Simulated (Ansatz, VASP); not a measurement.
## One calculation of MgZr2N2, two programs

INCAR

```
ALGO = Normal ; EDIFF = 1E-6
ENCUT = 520 ; GGA = PE
ISIF = 2 ; ISMEAR = 0
LASPH = T ; LCHARG = F
LREAL = F ; LWAVE = F
NBANDS = 26 ; NELM = 60
PREC = Accurate ; SIGMA = 0.1
```

File KPOINTS:

```
k-points
0
Gamma
  6 6 6
```

File POSCAR:

```
MgZr2N2
1.0
   -1.8732660400      1.8732660400      5.0613829700
    1.8732660400     -1.8732660400      5.0613829700
    1.8732660400      1.8732660400     -5.0613829700
Mg Zr N
1 2 2
Direct
    0.0000000000      0.0000000000      0.0000000000
    0.7500000000      0.2500000000      0.5000000000
    0.2500000000      0.7500000000      0.5000000000
    0.6123820500      0.6123820500      0.0000000000
    0.3876179500      0.3876179500      0.0000000000
```

Input for Ansatz:

```yaml
crystal:
  lattice:
    - [-1.87326604, 1.87326604, 5.06138297]
    - [1.87326604, -1.87326604, 5.06138297]
    - [1.87326604, 1.87326604, -5.06138297]
  atoms:
    - { symbol: Mg, position: [0.0, 0.0, 0.0] }
    - { symbol: Zr, position: [0.75, 0.25, 0.5] }
    - { symbol: Zr, position: [0.25, 0.75, 0.5] }
    - { symbol: "N", position: [0.61238205, 0.61238205, 0.0] }
    - { symbol: "N", position: [0.38761795, 0.38761795, 0.0] }
basis:
  ecutwfc: 420
kpoints:
  mp_grid: { grid: [6, 6, 6] }
hamiltonian:
  xc: pbe
scf:
  occupations: { method: gaussian, width: 0.1 }
  lower_state_search: "off"
output:
  forces: true
  stress: true
  eigenvalues: true
```

Change from the starting cell: species swapped into the LuMn2Ge2 type (I4/mmm, No. 139).

Alike in both runs: task single point; functional PBE; k mesh 6 × 6 × 6; occupations gaussian, width 0.1 eV; no spin polarisation.

```csv
,VASP,Ansatz
version,VASP 6.6.1,Ansatz 0.2.0
potentials or method,"VASP PAW PBE potentials, release 64 (Mg, Zr_sv, N), cutoff 520 eV","scalar-relativistic, plane waves, PAW"
valence electrons in the cell,36,44
```

|  | VASP | Ansatz | Ansatz less VASP |
| --- | --- | --- | --- |
| gap on the k mesh at the Fermi level (eV) | none | none | - |
| pressure (GPa) | 9.2 | 9.1 | -0.10 |
| traceless stress, the component that is largest in VASP (GPa) | -11.53 | -11.38 | +0.144 |
| rms of the force components (eV/Å) | 0.952 | 0.960 | +0.0080 |

Atom by atom the forces differ by 0.008 eV/Å (rms over components). A gap of «none» marks a metal or a gap that the smearing closes. VASP's potentials hold 36 valence electrons a cell and Ansatz's 44, so a difference there can come from the potentials and not from the codes.

The k mesh is coarse, so the values compare programs but aren't converged.
